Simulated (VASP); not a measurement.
# SiC (F-43m) in VASP: single point with PBE

Aim: the single point of SiC with PBE.

Program: VASP 6.6.1. These are calculated values, not measurements. Logs are shortened: lines on timing, memory, paths and dates and some standing lists are left out, and cuts for length are marked.

## Step 1: The cell of the first run

It takes space group F-43m (No. 216, cubic). The conventional cell has a = 4.314 Å, b = 4.314 Å, c = 4.314 Å, α = 90.00°, β = 90.00°, γ = 90.00°. Si (site symmetry -43m) has 4 C at 1.87 Å within 2.5 Å. Within 2.5 Å of C (site symmetry -43m) lie 4 Si at 1.87 Å.

## Step 2: Single point, PBE

Input file INCAR:

```
PREC     = Accurate       # precision mode
ENCUT    = 600            # plane-wave cutoff, eV
EDIFF    = 1E-6           # SCF threshold, eV
ISMEAR   = 0              # smearing method
SIGMA    = 0.01           # smearing width, eV
LREAL    = F              # projectors in reciprocal space
LASPH    = T              # aspherical terms in the spheres
NELM     = 120            # most SCF steps
ALGO     = Normal         # electronic algorithm
ISIF     = 2              # what is computed and relaxed
LWAVE    = F              # write WAVECAR
LCHARG   = F              # write CHGCAR
GGA      = PE             # functional
NBANDS   = 11             # bands
GGA_COMPAT= F
```

Input file KPOINTS:

```
Automatic mesh
0
Gamma
  4 4 4
```

Input file POSCAR:

```
SiC
1.0
    0.0000000000      2.1569883941      2.1569883941
    2.1569883941      0.0000000000      2.1569883941
    2.1569883941      2.1569883941      0.0000000000
Si C
1 1
Direct
    0.0000000000      0.0000000000      0.0000000000
    0.2500000000      0.2500000000      0.2500000000
```

Potentials or basis: VASP PAW PBE potentials, release 64 (Si, C).

Run with:

```console
$ cat potpaw_PBE.64/Si/POTCAR potpaw_PBE.64/C/POTCAR > POTCAR
$ mpirun -np 1 vasp_std > vasp.out
```

OUTCAR:

```text
PREC = Accurate
   ENCUT = 600
   EDIFF = 1E-6
   ISMEAR = 0
   LREAL = F
   LASPH = T
   NELM = 120
   ISIF = 2
   GGA = PE

 ion  position               nearest neighbor table
   1  0.000  0.000  0.000-   2 1.87   2 1.87   2 1.87   2 1.87
   2  0.250  0.250  0.250-   1 1.87   1 1.87   1 1.87   1 1.87

  LATTYP: Found a face centered cubic cell.
 ALAT       =     4.3139767882

  Lattice vectors:

 A1 = (   0.0000000000,   2.1569883941,   2.1569883941)
 A2 = (   2.1569883941,   0.0000000000,   2.1569883941)
 A3 = (   2.1569883941,   2.1569883941,   0.0000000000)

Analysis of symmetry for initial positions (statically):
=====================================================================
 Subroutine PRICEL returns:
 Original cell was already a primitive cell.

 Routine SETGRP: Setting up the symmetry group for a
 face centered cubic supercell.

 Subroutine GETGRP returns: Found 24 space group operations
 (whereof 24 operations were pure point group operations)
 out of a pool of 48 trial point group operations.

The static configuration has the point symmetry T_d .

Analysis of symmetry for dynamics (positions and initial velocities):
=====================================================================
 Subroutine PRICEL returns:
 Original cell was already a primitive cell.

 Routine SETGRP: Setting up the symmetry group for a
 face centered cubic supercell.

 Subroutine GETGRP returns: Found 24 space group operations
 (whereof 24 operations were pure point group operations)
 out of a pool of 48 trial point group operations.

The dynamic configuration has the point symmetry T_d .

 Subroutine INISYM returns: Found 24 space group operations
 (whereof 24 operations are pure point group operations),
 and found     1 'primitive' translations

----------------------------------------------------------------------------------------

                                     Primitive cell

  volume of cell :      20.0712

  direct lattice vectors                    reciprocal lattice vectors
     0.000000000  2.156988394  2.156988394    -0.231804678  0.231804678  0.231804678
     2.156988394  0.000000000  2.156988394     0.231804678 -0.231804678  0.231804678
     2.156988394  2.156988394  0.000000000     0.231804678  0.231804678 -0.231804678

  length of vectors
     3.050442241  3.050442241  3.050442241     0.401497480  0.401497480  0.401497480

  position of ions in fractional coordinates (direct lattice)
     0.000000000  0.000000000  0.000000000
     0.250000000  0.250000000  0.250000000

[... 67 lines left out ...]
   POTIM  = 0.5000    time-step for ionic-motion
   TEBEG  =    0.0;   TEEND  =   0.0 temperature during run
   PSTRESS=    0.0 pullay stress
   NELECT =       8.0000    total number of electrons
   NUPDOWN=      -1.0000    fix difference up-down
   EMIN   =  10.00;   EMAX   =-10.00  energy-range for DOS
   EFERMI =   0.00;   METHOD = LEGACY
   ISMEAR =     0;   SIGMA  =   0.01  broadening in eV -4-tet -1-fermi 0-gaus
   EFERMI_NEDOS =   21; number of points for ismear=-14 and -15
   IALGO  =     38    algorithm
   IMIX   =      4    mixing-type and parameters
     AMIX     =   0.40;   BMIX     =  1.00
     AMIX_MAG =   1.60;   BMIX_MAG =  1.00
  volume/ion in A,a.u.               =      10.04        67.72
  Fermi-wavevector in a.u.,A,eV,Ry     =   1.204796  2.276735 19.749326  1.451535
  Thomas-Fermi vector in A             =   2.340511
   LORBIT       =      0    0 simple, 1 ext, 2 COOP (PROOUT), +10 PAW based schemes
   GGA     = PE    functional components
   LHFCALC =     F    Hartree Fock is set to
   AEXX    =    0.0000 exact exchange contribution
   IVDW    =     0    specifies the selected vdW correction
   LEPSILON=     F    determine dielectric tensor
   LRPA    =     F    only Hartree local field effects (RPA)
 non-spin polarized calculation
 Gauss-broadening in eV      SIGMA  =   0.01
  energy-cutoff  :      600.00
  volume of cell :       20.07
 maximum number of plane-waves:       692
   NGX = 13   NGY = 13   NGZ = 13

 number of electron       8.0000000 magnetization

 Free energy of the ion-electron system (eV)
  ---------------------------------------------------
  ext. energy  EPLUGINS =         0.00000000
  ---------------------------------------------------
  free energy    TOTEN  =       -14.90540336 eV

  energy without entropy =      -14.90540336  energy(sigma->0) =      -14.90540336

 E-fermi :   8.6371     XC(G=0): -11.4743

 val. band max:        8.5103650494   @ k =   0.0000   0.0000   0.0000
 cond. band min:       9.7907667570   @ k =   0.5000   0.5000   0.0000
 fundamental gap:      1.2804017076
 Fermi energy:         8.6371147548

 k-point     1 :       0.0000    0.0000    0.0000
  band No.  band energies     occupation
      1      -7.1607      2.00000
      2       8.5104      2.00000
      3       8.5104      2.00000
      4       8.5104      2.00000
      5      15.0918      0.00000
      6      15.9829      0.00000
      7      15.9829      0.00000
      8      15.9829      0.00000
      9      23.1476      0.00000
     10      23.1476      0.00000
     11      25.4263      0.00000
[... 85 lines left out ...]
 k-point     8 :      -0.2500    0.5000    0.2500
  band No.  band energies     occupation
      1      -1.7297      2.00000
      2       1.4174      2.00000
      3       3.3592      2.00000
      4       3.6753      2.00000
      5      13.7353      0.00000
      6      18.1625      0.00000
      7      18.2886      0.00000
      8      18.3811      0.00000
      9      23.0954      0.00000
     10      26.2376      0.00000
     11      30.0957      0.00000

------------------------ aborting loop because EDIFF is reached ----------------------------------------

  FORCE on cell =-STRESS in cart. coord.  units (eV):
  Direction    XX          YY          ZZ          XY          YZ          ZX
  --------------------------------------------------------------------------------------
  -------------------------------------------------------------------------------------
  Total        1.3500688      1.3500688      1.3500688      0.0000000      0.0000000      0.0000000
  in kB      107.7688002    107.7688002    107.7688002      0.0000000      0.0000000      0.0000000
  external PRESSURE =     107.7688002 kB  Pullay stress =       0.0000000 kB

 VOLUME and BASIS-vectors are now :
 -----------------------------------------------------------------------------
  energy-cutoff  :      600.00
  volume of cell :       20.07
      direct lattice vectors                 reciprocal lattice vectors
     0.000000000  2.156988394  2.156988394    -0.231804678  0.231804678  0.231804678
     2.156988394  0.000000000  2.156988394     0.231804678 -0.231804678  0.231804678
     2.156988394  2.156988394  0.000000000     0.231804678  0.231804678 -0.231804678

 POSITION                                       TOTAL-FORCE (eV/Angst)
 -----------------------------------------------------------------------------------
      0.00000      0.00000      0.00000        -0.000000     -0.000000     -0.000000
      1.07849      1.07849      1.07849         0.000000      0.000000      0.000000
 -----------------------------------------------------------------------------------
    total drift:                                0.000000      0.000000      0.000000

  FREE ENERGIE OF THE ION-ELECTRON SYSTEM (eV)
  ---------------------------------------------------
  free  energy   TOTEN  =       -14.9054033648 eV

  energy  without entropy=      -14.9054033648  energy(sigma->0) =      -14.90540336
```

OSZICAR:

```text
N       E                     dE             d eps       ncg     rms          rms(c)
DAV:   1     0.641743337967E+01    0.64174E+01   -0.41665E+03   176   0.691E+02
DAV:   2    -0.160906672271E+02   -0.22508E+02   -0.21451E+02   235   0.117E+02
DAV:   3    -0.169167763810E+02   -0.82611E+00   -0.82306E+00   215   0.177E+01
DAV:   4    -0.169200320166E+02   -0.32556E-02   -0.32554E-02   205   0.149E+00
DAV:   5    -0.169200448053E+02   -0.12789E-04   -0.12789E-04   209   0.858E-02    0.920E+00
DAV:   6    -0.149807555669E+02    0.19393E+01   -0.65148E+00   194   0.117E+01    0.412E+00
DAV:   7    -0.149131325805E+02    0.67623E-01   -0.47907E-01   203   0.391E+00    0.185E+00
DAV:   8    -0.149051872390E+02    0.79453E-02   -0.24000E-02   194   0.102E+00    0.169E-01
DAV:   9    -0.149052739162E+02   -0.86677E-04   -0.19460E-03   219   0.247E-01    0.117E-01
DAV:  10    -0.149053991507E+02   -0.12523E-03   -0.24122E-04   200   0.977E-02    0.286E-02
DAV:  11    -0.149054028283E+02   -0.36775E-05   -0.36286E-05   206   0.330E-02    0.591E-03
DAV:  12    -0.149054033648E+02   -0.53655E-06   -0.12526E-06   143   0.761E-03
   1 F= -.14905403E+02 E0= -.14905403E+02  d E =-.447130E-73
```

stdout:

```text
POSCAR found type information on POSCAR SiC
 POSCAR found :  2 types and       2 ions
 scaLAPACK will be used
 LDA part: xc-table for (Slater+PW92), standard interpolation
 POSCAR, INCAR and KPOINTS ok, starting setup
 FFT: planning ... GRIDC
 FFT: planning ... GRID_SOFT
 FFT: planning ... GRID
 WAVECAR not read
 entering main loop
```

Wall time 3.3 s (1 thread of AMD EPYC 7R43 (Zen 3), shared host); peak memory 0.1 GiB.

Results:

| Property | Result |
| --- | --- |
| Free energy | -14.9054 eV |
| Pressure | 10.8 GPa |
| Band gap on the k mesh | 1.28 eV, indirect (least direct gap 4.54 eV) |

Caveat: the k points lie up to 0.63 Å⁻¹ apart. PBE gaps usually lie below the measured ones, often by a third to a half.
